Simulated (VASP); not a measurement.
# MnPt2 (P-3m1) in VASP: settings compared

The runs below take MnPt2 through single point, with PBEsol, LDA, PBE.

All numbers are computed with VASP 6.6.1; they aren't measurements. Logs are shortened: lines on timing, memory, paths and dates and some standing lists are left out, and cuts for length are marked.

**1. The cell of the first run**

The structure is trigonal, space group P-3m1 (No. 164). The conventional cell has a = 2.800 Å, b = 2.800 Å, c = 6.399 Å, α = 90.00°, β = 90.00°, γ = 120.00°. Pt (site symmetry 3m) has 3 Mn at 2.59 Å and 9 Pt at 2.80 to 2.85 Å within 3.4 Å. Mn (site symmetry -3m) has 6 Pt at 2.59 Å and 6 Mn at 2.80 Å within 3.4 Å.

**2. Single point, PBEsol, collinear spin, ferromagnetic start (14.48 Å³/atom)**

INCAR

```
PREC     = Accurate       # precision mode
ENCUT    = 520            # plane-wave cutoff, eV
EDIFF    = 1E-6           # SCF threshold, eV
ISMEAR   = -1             # smearing method
SIGMA    = 0.05           # smearing width, eV
LREAL    = False          # projectors in reciprocal space
LASPH    = True           # aspherical terms in the spheres
NELM     = 150            # most SCF steps
ALGO     = Normal         # electronic algorithm
ISIF     = 2              # what is computed and relaxed
LWAVE    = False          # write WAVECAR
LCHARG   = False          # write CHGCAR
ISPIN    = 2              # spin polarisation
MAGMOM   = 0 0 4          # initial moments
LORBIT   = 11             # projections on sites
LMAXMIX  = 4              # l up to which the mixer works
GGA      = PS             # functional
NBANDS   = 28             # bands
```

KPOINTS

```
Automatic mesh
0
Gamma
  11 11 4
```

POSCAR

```
MnPt2
1.0
    2.8000532941      0.0000000000      0.0000000000
   -1.4000266470      2.4249172847      0.0000000000
    0.0000000000      0.0000000000      6.3991501735
Pt Mn
2 1
Direct
    0.6666666667      0.3333333333      0.3162060000
    0.3333333333      0.6666666667      0.6837940000
    0.0000000000      0.0000000000      0.0000000000
```

Potentials or basis: VASP PAW PBE potentials, release 64 (Pt, Mn_pv).

Started as:

```bash
$ cat potpaw_PBE.64/Pt/POTCAR potpaw_PBE.64/Mn_pv/POTCAR > POTCAR
$ mpirun -np 1 vasp_std > vasp.out
```

OUTCAR:

```text
PREC = Accurate
   ENCUT = 520
   EDIFF = 1E-6
   ISMEAR = -1
   LREAL = False
   LASPH = True
   NELM = 150
   ISIF = 2
   ISPIN = 2
   LORBIT = 11
   GGA = PS

 ion  position               nearest neighbor table
   1  0.667  0.333  0.316-   3 2.59   3 2.59   3 2.59   2 2.85   2 2.85   2 2.85
   2  0.333  0.667  0.684-   3 2.59   3 2.59   3 2.59   1 2.85   1 2.85   1 2.85
   3  0.000  0.000  0.000-   1 2.59   2 2.59   1 2.59   2 2.59   1 2.59   2 2.59

  LATTYP: Found a hexagonal cell.
 ALAT       =     2.8000532941
 C/A-ratio  =     2.2853672775

  Lattice vectors:

 A1 = (   2.8000532941,   0.0000000000,   0.0000000000)
 A2 = (  -1.4000266470,   2.4249172847,   0.0000000000)
 A3 = (   0.0000000000,   0.0000000000,   6.3991501735)

Analysis of symmetry for initial positions (statically):
=====================================================================
 Subroutine PRICEL returns:
 Original cell was already a primitive cell.

 Routine SETGRP: Setting up the symmetry group for a
 hexagonal supercell.

 Subroutine GETGRP returns: Found 12 space group operations
 (whereof 12 operations were pure point group operations)
 out of a pool of 24 trial point group operations.

The static configuration has the point symmetry D_3d.

Analysis of symmetry for dynamics (positions and initial velocities):
=====================================================================
 Subroutine PRICEL returns:
 Original cell was already a primitive cell.

 Routine SETGRP: Setting up the symmetry group for a
 hexagonal supercell.

 Subroutine GETGRP returns: Found 12 space group operations
 (whereof 12 operations were pure point group operations)
 out of a pool of 24 trial point group operations.

The dynamic configuration has the point symmetry D_3d.

Analysis of structural, dynamic, and magnetic symmetry:
=====================================================================
 Subroutine PRICEL returns:
 Original cell was already a primitive cell.

 Routine SETGRP: Setting up the symmetry group for a
 hexagonal supercell.

 Subroutine GETGRP returns: Found 12 space group operations
 (whereof 12 operations were pure point group operations)
 out of a pool of 24 trial point group operations.

The overall configuration has the point symmetry D_3d.

 Subroutine INISYM returns: Found 12 space group operations
 (whereof 12 operations are pure point group operations),
 and found     1 'primitive' translations

----------------------------------------------------------------------------------------

                                     Primitive cell

  volume of cell :      43.4496

  direct lattice vectors                    reciprocal lattice vectors
     2.800053294  0.000000000  0.000000000     0.357136060  0.206192600  0.000000000
    -1.400026647  2.424917285  0.000000000     0.000000000  0.412385200  0.000000000
     0.000000000  0.000000000  6.399150173     0.000000000  0.000000000  0.156270750

  length of vectors
     2.800053294  2.800053294  6.399150173     0.412385200  0.412385200  0.156270750

  position of ions in fractional coordinates (direct lattice)
     0.666666667  0.333333333  0.316206000
     0.333333333  0.666666667  0.683794000
     0.000000000  0.000000000  0.000000000

  ion indices of the primitive-cell ions
   primitive index   ion index
                 1           1
                 2           2
                 3           3

----------------------------------------------------------------------------------------

 KPOINTS: Automatic mesh

Automatic generation of k-mesh.
 Grid dimensions read from file:
 generate k-points for:   11   11    4

 Generating k-lattice:

  Cartesian coordinates                     Fractional coordinates (reciprocal lattice)
     0.032466915  0.018744782  0.000000000     0.090909091  0.000000000  0.000000000
     0.000000000  0.037489564  0.000000000     0.000000000  0.090909091  0.000000000
     0.000000000  0.000000000  0.039067688     0.000000000  0.000000000  0.250000000

  Length of vectors
     0.037489564  0.037489564  0.039067688

  Shift w.r.t. Gamma in fractional coordinates (k-lattice)
     0.000000000  0.000000000  0.000000000

 Subroutine IBZKPT returns following result:
 ===========================================

 Found     58 irreducible k-points:

 Following reciprocal coordinates:
            Coordinates               Weight
  0.000000  0.000000  0.000000      1.000000
  0.090909  0.000000  0.000000      6.000000
  0.181818  0.000000  0.000000      6.000000
  0.272727 -0.000000  0.000000      6.000000
  0.363636  0.000000  0.000000      6.000000
  0.454545  0.000000  0.000000      6.000000
[... 16 lines left out ...]
  0.000000  0.272727  0.250000      6.000000
  0.363636  0.000000  0.250000      6.000000
 [... further k-points ...]
   k-points           NKPTS =     58   k-points in BZ     NKDIM =     58   number of bands    NBANDS=     28
   number of dos      NEDOS =    301   number of ions     NIONS =      3
   total plane-waves  NPLWV =  27648
   dimension x,y,z NGX =    24 NGY =   24 NGZ =   48
   dimension x,y,z NGXF=    48 NGYF=   48 NGZF=   96
   ions per type =               2   1
   NGX,Y,Z   is equivalent  to a cutoff of  14.25, 14.25, 12.47 a.u.
   NGXF,Y,Z  is equivalent  to a cutoff of  28.50, 28.50, 24.94 a.u.
 SYSTEM =  unknown system
   PREC   = accura    normal or accurate (medium, high low for compatibility)
   ISTART =      0    job   : 0-new  1-cont  2-samecut
   ICHARG =      2    charge: 1-file 2-atom 10-const
   ISPIN  =      2    spin polarized calculation?
   LNONCOLLINEAR =      F non collinear calculations
   LSORBIT =      F    spin-orbit coupling
   LASPH  =      T    aspherical Exc in radial PAW
   ENCUT  =  520.0 eV  38.22 Ry    6.18 a.u.   5.21  5.21 11.90*2*pi/ulx,y,z
   NELM   =    150;   NELMIN=  2; NELMDL= -5     # of ELM steps
   EDIFF  = 0.1E-05   stopping-criterion for ELM
   LREAL  =      F    real-space projection
   EDIFFG = 0.1E-04   stopping-criterion for IOM
   NSW    =      0    number of steps for IOM
   IBRION =     -1    ionic relax: 0-MD 1-quasi-New 2-CG
   NFREE  =      0    steps in history (QN), initial steepest desc. (CG)
   ISIF   =      2    stress and relaxation
   ISYM   =      2    0-nonsym 1-usesym 2-fastsym
   POTIM  = 0.5000    time-step for ionic-motion
   TEBEG  =    0.0;   TEEND  =   0.0 temperature during run
   PSTRESS=    0.0 pullay stress
   NELECT =      33.0000    total number of electrons
   NUPDOWN=      -1.0000    fix difference up-down
   EMIN   =  10.00;   EMAX   =-10.00  energy-range for DOS
   EFERMI =   0.00;   METHOD = LEGACY
   ISMEAR =    -1;   SIGMA  =   0.05  broadening in eV -4-tet -1-fermi 0-gaus
   EFERMI_NEDOS =   21; number of points for ismear=-14 and -15
   IALGO  =     38    algorithm
   IMIX   =      4    mixing-type and parameters
     AMIX     =   0.40;   BMIX     =  1.00
     AMIX_MAG =   1.60;   BMIX_MAG =  1.00
  volume/ion in A,a.u.               =      14.48        97.74
  Fermi-wavevector in a.u.,A,eV,Ry     =   1.493657  2.822603 30.354763  2.231012
  Thomas-Fermi vector in A             =   2.606030
   LORBIT       =     11    0 simple, 1 ext, 2 COOP (PROOUT), +10 PAW based schemes
   GGA     = PS    functional components
   LHFCALC =     F    Hartree Fock is set to
   AEXX    =    0.0000 exact exchange contribution
   IVDW    =     0    specifies the selected vdW correction
   LEPSILON=     F    determine dielectric tensor
   LRPA    =     F    only Hartree local field effects (RPA)
 spin polarized calculation
  energy-cutoff  :      520.00
  volume of cell :       43.45
 maximum number of plane-waves:      1185
 NGX is ok and might be reduce to    24
   NGX = 11   NGY = 11   NGZ = 23

 number of electron      32.9999999 magnetization       4.1665937

 Free energy of the ion-electron system (eV)
  ---------------------------------------------------
  ext. energy  EPLUGINS =         0.00000000
  ---------------------------------------------------
  free energy    TOTEN  =       -24.02406110 eV

  energy without entropy =      -23.99797161  energy(sigma->0) =      -24.01101635

 E-fermi :  10.3508     XC(G=0): -13.3586

 val. band max:       10.3506827495   @ k =   0.0000   0.0000   0.5000
 cond. band min:      10.3785321376   @ k =   0.0000   0.4545   0.2500
 fundamental gap:      0.0278493881
 Fermi energy:        10.3507895865

 spin component 1

 k-point     1 :       0.0000    0.0000    0.0000
  band No.  band energies     occupation
      1     -39.1498      1.00000
      2     -39.0532      1.00000
      3     -39.0532      1.00000
      4       0.4294      1.00000
      5       2.7686      1.00000
      6       4.1576      1.00000
[... 20 lines left out ...]
     27      29.8386      0.00000
     28      29.8386      0.00000
[... 683 lines left out ...]
 k-point    24 :       0.3636    0.0000    0.2500
  band No.  band energies     occupation
      1     -39.1910      1.00000
      2     -39.1322      1.00000
      3     -39.0871      1.00000
      4       3.2509      1.00000
      5       3.8270      1.00000
      6       4.3502      1.00000
[... 20 lines left out ...]
     27      24.7969      0.00000
     28      26.1182      0.00000

 [... further k-points ...]

 spin component 2

 k-point     1 :       0.0000    0.0000    0.0000
  band No.  band energies     occupation
      1     -35.5059      1.00000
      2     -35.3202      1.00000
      3     -35.3202      1.00000
      4       0.6702      1.00000
      5       2.9113      1.00000
      6       4.8659      1.00000
[... 20 lines left out ...]
     27      30.3474      0.00000
     28      30.3475      0.00000
[... 683 lines left out ...]
 k-point    24 :       0.3636    0.0000    0.2500
  band No.  band energies     occupation
      1     -35.4846      1.00000
      2     -35.4788      1.00000
      3     -35.3586      1.00000
      4       3.5316      1.00000
      5       4.1035      1.00000
      6       4.6422      1.00000
[... 20 lines left out ...]
     27      25.3276      0.00000
     28      26.4428      0.00000

 [... further k-points ...]

------------------------ aborting loop because EDIFF is reached ----------------------------------------

  FORCE on cell =-STRESS in cart. coord.  units (eV):
  Direction    XX          YY          ZZ          XY          YZ          ZX
  --------------------------------------------------------------------------------------
  -------------------------------------------------------------------------------------
  Total       -0.0867607     -0.0867607      1.4917550     -0.0000000      0.0000000     -0.0000000
  in kB       -3.1992488     -3.1992488     55.0075813     -0.0000000      0.0000000     -0.0000000
  external PRESSURE =      16.2030279 kB  Pullay stress =       0.0000000 kB

 VOLUME and BASIS-vectors are now :
 -----------------------------------------------------------------------------
  energy-cutoff  :      520.00
  volume of cell :       43.45
      direct lattice vectors                 reciprocal lattice vectors
     2.800053294  0.000000000  0.000000000     0.357136060  0.206192600  0.000000000
    -1.400026647  2.424917285  0.000000000     0.000000000  0.412385200  0.000000000
     0.000000000  0.000000000  6.399150173     0.000000000  0.000000000  0.156270750

 POSITION                                       TOTAL-FORCE (eV/Angst)
 -----------------------------------------------------------------------------------
      1.40003      0.80831      2.02345         0.000000      0.000000      0.158267
     -0.00000      1.61661      4.37570        -0.000000     -0.000000     -0.158267
      0.00000      0.00000      0.00000         0.000000      0.000000      0.000000
 -----------------------------------------------------------------------------------
    total drift:                                0.000000     -0.000000     -0.000000

  FREE ENERGIE OF THE ION-ELECTRON SYSTEM (eV)
  ---------------------------------------------------
  free  energy   TOTEN  =       -24.0240610969 eV

  energy  without entropy=      -23.9979716113  energy(sigma->0) =      -24.01101635

 total charge

# of ion       s       p       d       tot
------------------------------------------
    1        0.674   0.603   8.067   9.344
    2        0.674   0.603   8.067   9.344
    3        0.339   6.300   5.013  11.652
--------------------------------------------------
tot          1.688   7.505  21.147  30.340

 magnetization (x)

# of ion       s       p       d       tot
------------------------------------------
    1       -0.015   0.002   0.265   0.253
    2       -0.015   0.002   0.265   0.253
    3        0.012   0.026   3.457   3.495
--------------------------------------------------
tot         -0.018   0.030   3.988   4.000
```

Run time: 3.9 min. Hardware: 1 thread of Intel Xeon 8259CL, shared host; peak memory 0.26 GiB.

Results:

| Property | Result |
| --- | --- |
| Free energy | -24.0241 eV |
| Pressure | 1.6 GPa |
| Largest force | 0.158 eV/Å |
| Net moment | 4.17 μB per cell |
| Site moments | Pt +0.25; Mn +3.50 μB |
| Valence electrons inside the program's atomic spheres | Pt 9.34; Mn 11.65 |

Forces on the atoms (eV/Å):
```
Pt   0.000  0.000  0.158
Pt   0.000  0.000 -0.158
Mn   0.000  0.000  0.000
```

Stress tensor (GPa, compression positive):
```
-0.32  0.00  0.00
 0.00 -0.32  0.00
 0.00  0.00  5.50
```

Caveat: the PAW data sets were made with another functional, which shifts forces and pressure a little; spin-orbit coupling is left out, which moves the levels of the heavy elements.

[end of part 1 of 3]
